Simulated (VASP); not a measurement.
# KMgF3 (P-6m2) in VASP: single point with PBE

Aim: the single point of KMgF3 with PBE.

Everything below comes from runs of VASP 6.6.1. Logs are shortened: lines on timing, memory, paths and dates and some standing lists are left out, and cuts for length are marked.

## Step 1: The cell of the first run

The structure is hexagonal, space group P-6m2 (No. 187). The conventional cell has a = 3.447 Å, b = 3.447 Å, c = 6.637 Å, α = 90.00°, β = 90.00°, γ = 120.00°. Within 3.5 Å of K (site symmetry -6m2) lie 8 F at 2.61 to 3.32 Å and 6 K at 3.45 Å. Mg (site symmetry -6m2) has 9 F at 1.99 to 2.58 Å within 2.6 Å. F (site symmetry 3m) has 3 Mg at 2.58 Å and 11 F at 2.58 to 3.45 Å and 3 K at 2.61 Å within 3.5 Å. Within 2.6 Å of F (site symmetry -6m2) lie 3 Mg at 1.99 Å and 6 F at 2.58 Å.

The cell was built from a structure type or drawn by symmetry, and may not be a known phase.

## Step 2: Single point, PBE

File INCAR:

```
SYSTEM = KMgF3
  PREC = Accurate
  ENCUT = 600
  EDIFF = 1E-6
  ISMEAR = 0
  SIGMA = 0.15
  LREAL = .FALSE.
  LASPH = .TRUE.
  NELM = 120
  ALGO = Normal
  ISIF = 2
  LWAVE = .FALSE.
  LCHARG = .FALSE.
  GGA = PE
  NBANDS = 24
  GGA_COMPAT = .FALSE.
```

File KPOINTS:

```
Automatic mesh
0
G
  3 3 3
  0 0 0
```

File POSCAR:

```
KMgF3
1.0
    3.4465692692      0.0000000000      0.0000000000
   -1.7232846346      2.9848165431      0.0000000000
    0.0000000000      0.0000000000      6.6365334976
K Mg F
1 1 3
Direct
    0.0000000000      0.0000000000      0.5000000000
    0.3333333333      0.6666666667      0.0000000000
    0.6666666667      0.3333333333      0.2463702503
    0.6666666667      0.3333333333      0.7536297497
    0.0000000000      0.0000000000      0.0000000000
```

Potentials or basis: VASP PAW PBE potentials, release 64 (K_sv, Mg, F).

Started as:

```console
> cat potpaw_PBE.64/K_sv/POTCAR potpaw_PBE.64/Mg/POTCAR potpaw_PBE.64/F/POTCAR > POTCAR
> mpirun -np 1 vasp_std > vasp.out
```

OUTCAR:

```text
SYSTEM = KMgF3
   PREC = Accurate
   ENCUT = 600
   EDIFF = 1E-6
   ISMEAR = 0
   LREAL = .FALSE.
   LASPH = .TRUE.
   NELM = 120
   ISIF = 2
   GGA = PE

 ion  position               nearest neighbor table
   1  0.000  0.000  0.500-   4 2.61   3 2.61   4 2.61   3 2.61   4 2.61   3 2.61
   2  0.333  0.667  0.000-   5 1.99   5 1.99   5 1.99   3 2.58   4 2.58   3 2.58   4 2.58   3 2.58
                             4 2.58
   3  0.667  0.333  0.246-   2 2.58   2 2.58   2 2.58   1 2.61   1 2.61   1 2.61
   4  0.667  0.333  0.754-   2 2.58   2 2.58   2 2.58   1 2.61   1 2.61   1 2.61
   5  0.000  0.000  0.000-   2 1.99   2 1.99   2 1.99

  LATTYP: Found a hexagonal cell.
 ALAT       =     3.4465692692
 C/A-ratio  =     1.9255476908

  Lattice vectors:

 A1 = (   3.4465692692,   0.0000000000,   0.0000000000)
 A2 = (  -1.7232846346,   2.9848165431,   0.0000000000)
 A3 = (   0.0000000000,   0.0000000000,   6.6365334976)

Analysis of symmetry for initial positions (statically):
=====================================================================
 Subroutine PRICEL returns:
 Original cell was already a primitive cell.

 Routine SETGRP: Setting up the symmetry group for a
 hexagonal supercell.

 Subroutine GETGRP returns: Found 12 space group operations
 (whereof 12 operations were pure point group operations)
 out of a pool of 24 trial point group operations.

The static configuration has the point symmetry D_3h.

Analysis of symmetry for dynamics (positions and initial velocities):
=====================================================================
 Subroutine PRICEL returns:
 Original cell was already a primitive cell.

 Routine SETGRP: Setting up the symmetry group for a
 hexagonal supercell.

 Subroutine GETGRP returns: Found 12 space group operations
 (whereof 12 operations were pure point group operations)
 out of a pool of 24 trial point group operations.

The dynamic configuration has the point symmetry D_3h.

 Subroutine INISYM returns: Found 12 space group operations
 (whereof 12 operations are pure point group operations),
 and found     1 'primitive' translations

----------------------------------------------------------------------------------------

                                     Primitive cell

  volume of cell :      68.2725

  direct lattice vectors                    reciprocal lattice vectors
     3.446569269  0.000000000  0.000000000     0.290143596  0.167514483  0.000000000
    -1.723284635  2.984816543  0.000000000     0.000000000  0.335028966  0.000000000
     0.000000000  0.000000000  6.636533498     0.000000000  0.000000000  0.150681075

  length of vectors
     3.446569269  3.446569269  6.636533498     0.335028966  0.335028966  0.150681075

  position of ions in fractional coordinates (direct lattice)
     0.000000000  0.000000000  0.500000000
     0.333333333  0.666666667  0.000000000
     0.666666667  0.333333333  0.246370250
     0.666666667  0.333333333  0.753629750
     0.000000000  0.000000000  0.000000000

  ion indices of the primitive-cell ions
   primitive index   ion index
                 1           1
                 2           2
                 3           3
                 4           4
                 5           5

----------------------------------------------------------------------------------------

 KPOINTS: Automatic mesh

Automatic generation of k-mesh.
 Grid dimensions read from file:
 generate k-points for:    3    3    3

 Generating k-lattice:

  Cartesian coordinates                     Fractional coordinates (reciprocal lattice)
     0.096714532  0.055838161  0.000000000     0.333333333  0.000000000  0.000000000
     0.000000000  0.111676322  0.000000000     0.000000000  0.333333333  0.000000000
     0.000000000  0.000000000  0.050227025     0.000000000  0.000000000  0.333333333

  Length of vectors
     0.111676322  0.111676322  0.050227025

  Shift w.r.t. Gamma in fractional coordinates (k-lattice)
     0.000000000  0.000000000  0.000000000

 Subroutine IBZKPT returns following result:
 ===========================================

 Found      6 irreducible k-points:

 Following reciprocal coordinates:
            Coordinates               Weight
  0.000000  0.000000  0.000000      1.000000
  0.333333 -0.000000  0.000000      6.000000
  0.333333  0.333333  0.000000      2.000000
  0.000000  0.000000  0.333333      2.000000
  0.333333 -0.000000  0.333333     12.000000
  0.333333  0.333333  0.333333      4.000000
   k-points           NKPTS =      6   k-points in BZ     NKDIM =      6   number of bands    NBANDS=     24
   number of dos      NEDOS =    301   number of ions     NIONS =      5
   total plane-waves  NPLWV =  42336
   dimension x,y,z NGX =    28 NGY =   28 NGZ =   54
   dimension x,y,z NGXF=    56 NGYF=   56 NGZF=  108
   ions per type =               1   1   3
   NGX,Y,Z   is equivalent  to a cutoff of  13.51, 13.51, 13.53 a.u.
   NGXF,Y,Z  is equivalent  to a cutoff of  27.01, 27.01, 27.05 a.u.
 SYSTEM =  KMgF3
   PREC   = accura    normal or accurate (medium, high low for compatibility)
   ISTART =      0    job   : 0-new  1-cont  2-samecut
   ICHARG =      2    charge: 1-file 2-atom 10-const
   ISPIN  =      1    spin polarized calculation?
   LNONCOLLINEAR =      F non collinear calculations
   LSORBIT =      F    spin-orbit coupling
   LASPH  =      T    aspherical Exc in radial PAW
   ENCUT  =  600.0 eV  44.10 Ry    6.64 a.u.   6.88  6.88 13.25*2*pi/ulx,y,z
   NELM   =    120;   NELMIN=  2; NELMDL= -5     # of ELM steps
   EDIFF  = 0.1E-05   stopping-criterion for ELM
   LREAL  =      F    real-space projection
   EDIFFG = 0.1E-04   stopping-criterion for IOM
   NSW    =      0    number of steps for IOM
   IBRION =     -1    ionic relax: 0-MD 1-quasi-New 2-CG
   NFREE  =      0    steps in history (QN), initial steepest desc. (CG)
   ISIF   =      2    stress and relaxation
   ISYM   =      2    0-nonsym 1-usesym 2-fastsym
   POTIM  = 0.5000    time-step for ionic-motion
   TEBEG  =    0.0;   TEEND  =   0.0 temperature during run
   PSTRESS=    0.0 pullay stress
   NELECT =      32.0000    total number of electrons
   NUPDOWN=      -1.0000    fix difference up-down
   EMIN   =  10.00;   EMAX   =-10.00  energy-range for DOS
   EFERMI =   0.00;   METHOD = LEGACY
   ISMEAR =     0;   SIGMA  =   0.15  broadening in eV -4-tet -1-fermi 0-gaus
   EFERMI_NEDOS =   21; number of points for ismear=-14 and -15
   IALGO  =     38    algorithm
   IMIX   =      4    mixing-type and parameters
     AMIX     =   0.40;   BMIX     =  1.00
     AMIX_MAG =   1.60;   BMIX_MAG =  1.00
  volume/ion in A,a.u.               =      13.65        92.15
  Fermi-wavevector in a.u.,A,eV,Ry     =   1.271675  2.403118 22.002765  1.617158
  Thomas-Fermi vector in A             =   2.404595
   LORBIT       =      0    0 simple, 1 ext, 2 COOP (PROOUT), +10 PAW based schemes
   GGA     = PE    functional components
   LHFCALC =     F    Hartree Fock is set to
   AEXX    =    0.0000 exact exchange contribution
   IVDW    =     0    specifies the selected vdW correction
   LEPSILON=     F    determine dielectric tensor
   LRPA    =     F    only Hartree local field effects (RPA)
 non-spin polarized calculation
 Gauss-broadening in eV      SIGMA  =   0.15
  energy-cutoff  :      600.00
  volume of cell :       68.27
 maximum number of plane-waves:      2307
 NGX is ok and might be reduce to    28
   NGX = 13   NGY = 13   NGZ = 27

 number of electron      31.9999997 magnetization

 Free energy of the ion-electron system (eV)
  ---------------------------------------------------
  ext. energy  EPLUGINS =         0.00000000
  ---------------------------------------------------
  free energy    TOTEN  =       -22.63579596 eV

  energy without entropy =      -22.63579596  energy(sigma->0) =      -22.63579596

 E-fermi :  -0.4660     XC(G=0):  -9.3186

 val. band max:       -1.2369815550   @ k =   0.3333   0.3333   0.0000
 cond. band min:       4.1293956467   @ k =   0.0000   0.0000   0.0000
 fundamental gap:      5.3663772016
 Fermi energy:        -0.4659875157

 k-point     1 :       0.0000    0.0000    0.0000
  band No.  band energies     occupation
      1     -27.7182      2.00000
      2     -22.3810      2.00000
      3     -20.5034      2.00000
      4     -20.3167      2.00000
      5     -10.9803      2.00000
      6     -10.8505      2.00000
      7     -10.8505      2.00000
      8      -3.9567      2.00000
      9      -3.9567      2.00000
     10      -3.5950      2.00000
     11      -2.7369      2.00000
     12      -1.6716      2.00000
     13      -1.6716      2.00000
     14      -1.6318      2.00000
     15      -1.6318      2.00000
     16      -1.2897      2.00000
     17       4.1294      0.00000
     18       7.3206      0.00000
     19       8.1069      0.00000
     20       9.9431      0.00000
     21      10.0079      0.00000
     22      10.0079      0.00000
     23      11.8051      0.00000
     24      11.8051      0.00000

 k-point     2 :       0.3333   -0.0000    0.0000
  band No.  band energies     occupation
      1     -27.6098      2.00000
      2     -22.2252      2.00000
      3     -20.4109      2.00000
      4     -20.4075      2.00000
      5     -11.4369      2.00000
      6     -11.0114      2.00000
      7     -11.0027      2.00000
      8      -4.9078      2.00000
      9      -4.1407      2.00000
     10      -3.7454      2.00000
     11      -2.3785      2.00000
     12      -1.9249      2.00000
     13      -1.8542      2.00000
     14      -1.8044      2.00000
     15      -1.5308      2.00000
     16      -1.4781      2.00000
     17       6.5591      0.00000
     18       7.8617      0.00000
     19       8.2050      0.00000
     20       9.8825      0.00000
     21      10.7311      0.00000
     22      11.8780      0.00000
     23      12.0066      0.00000
     24      12.1299      0.00000

 k-point     3 :       0.3333    0.3333    0.0000
  band No.  band energies     occupation
      1     -27.5545      2.00000
      2     -22.1438      2.00000
      3     -20.4592      2.00000
      4     -20.3589      2.00000
      5     -11.4655      2.00000
      6     -11.3537      2.00000
      7     -11.0236      2.00000
      8      -4.8688      2.00000
      9      -4.7237      2.00000
     10      -3.6829      2.00000
     11      -2.4874      2.00000
     12      -2.2374      2.00000
     13      -1.8302      2.00000
     14      -1.7431      2.00000
     15      -1.7139      2.00000
     16      -1.2370      2.00000
     17       7.4723      0.00000
     18       9.0614      0.00000
     19       9.6136      0.00000
     20       9.7914      0.00000
     21      10.4896      0.00000
     22      10.8103      0.00000
     23      11.9076      0.00000
     24      11.9112      0.00000

 k-point     4 :       0.0000    0.0000    0.3333
  band No.  band energies     occupation
      1     -27.7179      2.00000
      2     -22.3868      2.00000
      3     -20.4563      2.00000
      4     -20.3573      2.00000
      5     -10.9821      2.00000
      6     -10.8503      2.00000
      7     -10.8503      2.00000
      8      -3.9591      2.00000
      9      -3.9591      2.00000
     10      -3.6480      2.00000
     11      -2.4486      2.00000
     12      -1.6729      2.00000
     13      -1.6729      2.00000
     14      -1.6340      2.00000
     15      -1.6275      2.00000
     16      -1.6275      2.00000
     17       4.7491      0.00000
     18       6.2145      0.00000
     19       8.2700      0.00000
     20      10.0075      0.00000
     21      10.0075      0.00000
     22      10.9908      0.00000
     23      11.7670      0.00000
     24      11.7670      0.00000

 k-point     5 :       0.3333   -0.0000    0.3333
  band No.  band energies     occupation
      1     -27.6097      2.00000
      2     -22.2266      2.00000
      3     -20.4180      2.00000
      4     -20.3992      2.00000
      5     -11.4355      2.00000
      6     -11.0080      2.00000
      7     -11.0025      2.00000
      8      -4.8787      2.00000
      9      -4.1497      2.00000
     10      -3.7994      2.00000
     11      -2.3638      2.00000
     12      -2.1097      2.00000
     13      -1.7799      2.00000
     14      -1.6436      2.00000
     15      -1.5948      2.00000
     16      -1.4655      2.00000
     17       6.7364      0.00000
     18       7.2330      0.00000
     19       8.9744      0.00000
     20      10.0949      0.00000
     21      10.6688      0.00000
     22      11.6341      0.00000
     23      11.8705      0.00000
     24      12.1011      0.00000

 k-point     6 :       0.3333    0.3333    0.3333
  band No.  band energies     occupation
      1     -27.5544      2.00000
      2     -22.1442      2.00000
      3     -20.4350      2.00000
      4     -20.3837      2.00000
      5     -11.4646      2.00000
      6     -11.3497      2.00000
      7     -11.0151      2.00000
      8      -4.8999      2.00000
      9      -4.7244      2.00000
     10      -3.8006      2.00000
     11      -2.3150      2.00000
     12      -2.0277      2.00000
     13      -1.8858      2.00000
     14      -1.8845      2.00000
     15      -1.6723      2.00000
     16      -1.3397      2.00000
     17       7.6170      0.00000
     18       8.5021      0.00000
     19      10.0532      0.00000
     20      10.3163      0.00000
     21      10.5597      0.00000
     22      10.8630      0.00000
     23      11.5053      0.00000
     24      12.1597      0.00000

------------------------ aborting loop because EDIFF is reached ----------------------------------------

  FORCE on cell =-STRESS in cart. coord.  units (eV):
  Direction    XX          YY          ZZ          XY          YZ          ZX
  --------------------------------------------------------------------------------------
  -------------------------------------------------------------------------------------
  Total       -0.1418337     -0.1418337      0.0613348      0.0000000      0.0000000      0.0000000
  in kB       -3.3284650     -3.3284650      1.4393683      0.0000000      0.0000000      0.0000000
  external PRESSURE =      -1.7391872 kB  Pullay stress =       0.0000000 kB

 VOLUME and BASIS-vectors are now :
 -----------------------------------------------------------------------------
  energy-cutoff  :      600.00
  volume of cell :       68.27
      direct lattice vectors                 reciprocal lattice vectors
     3.446569269  0.000000000  0.000000000     0.290143596  0.167514483  0.000000000
    -1.723284635  2.984816543  0.000000000     0.000000000  0.335028966  0.000000000
     0.000000000  0.000000000  6.636533498     0.000000000  0.000000000  0.150681075

 POSITION                                       TOTAL-FORCE (eV/Angst)
 -----------------------------------------------------------------------------------
      0.00000      0.00000      3.31827         0.000000      0.000000      0.000000
     -0.00000      1.98988      0.00000        -0.000000      0.000000      0.000000
      1.72328      0.99494      1.63504         0.000000      0.000000     -0.027153
      1.72328      0.99494      5.00149        -0.000000     -0.000000      0.027153
      0.00000      0.00000      0.00000         0.000000      0.000000      0.000000
 -----------------------------------------------------------------------------------
    total drift:                               -0.000003      0.000001      0.000000

  FREE ENERGIE OF THE ION-ELECTRON SYSTEM (eV)
  ---------------------------------------------------
  free  energy   TOTEN  =       -22.6357959571 eV

  energy  without entropy=      -22.6357959571  energy(sigma->0) =      -22.63579596
```

Wall time 12 s (1 thread of Intel Xeon Platinum 8488C (Sapphire Rapids), shared host); peak memory 0.2 GiB.

Results:

* Free energy: -22.6358 eV
* Pressure: -0.2 GPa
* Largest force: 0.027 eV/Å
* Band gap on the k mesh: 5.37 eV (least direct gap 5.42 eV)

Forces on the atoms (eV/Å):
```
K    0.000  0.000  0.000
Mg   0.000  0.000  0.000
F    0.000  0.000 -0.027
F    0.000  0.000  0.027
F    0.000  0.000  0.000
```

Levels at points of the mesh, in eV from the valence-band top:
| k point | band 13 | band 14 | band 15 | band 16 | band 17 | band 18 | band 19 | band 20 |
| --- | --- | --- | --- | --- | --- | --- | --- | --- |
| (0.00, 0.00, 0.00) | -0.43 | -0.39 | -0.39 | -0.05 | 5.37 | 8.56 | 9.34 | 11.18 |

Caveat: the k points lie up to 0.70 Å⁻¹ apart; an odd mesh through Γ misses points on the zone boundary, where band edges can lie.
